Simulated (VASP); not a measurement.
Input of a VASP 6.6.1 run:

File INCAR:

```
  PREC = Accurate
  ENCUT = 500
  EDIFF = 1E-8
  ISMEAR = 0
  SIGMA = 0.01
  LREAL = F
  LASPH = T
  NELM = 120
  ALGO = Normal
  ISIF = 2
  LWAVE = F
  LCHARG = F
  IBRION = 8
  NSW = 1
  LEPSILON = T
  GGA_COMPAT = F
```

KPOINTS

```
Automatic mesh
0
Gamma
  8 8 8
```

File POSCAR:

```
GaP
1.0
    0.0000000000      2.7258124900      2.7258124900
    2.7258124900      0.0000000000      2.7258124900
    2.7258124900      2.7258124900      0.0000000000
Ga P
1 1
Direct
    0.0000000000      0.0000000000      0.0000000000
    0.7500000000      0.7500000000      0.7500000000
```

Potentials or basis: VASP PAW LDA potentials, release 64 (Ga_d, P).

Launch:

```bash
$ cat potpaw_LDA.64/Ga_d/POTCAR potpaw_LDA.64/P/POTCAR > POTCAR
$ mpirun -np 1 vasp_std > vasp.out
```

Q: Predict the electronic dielectric tensor (diagonal).

A: 11.92.

Q: Estimate the Born charges (mean of the diagonal).

A: Ga +2.18; P -2.18 e.

Q: What does it give for the highest phonon frequency at Γ, LO-TO splitting left out?

A: 351 cm⁻¹.

Born effective charge tensors (e):
atom 1, Ga
```
2.18 0.00 0.00
0.00 2.18 0.00
0.00 0.00 2.18
```
atom 2, P
```
-2.18  0.00  0.00
 0.00 -2.18  0.00
 0.00  0.00 -2.18
```

Caveat: the cell wasn't relaxed at this level first, which shifts response properties.
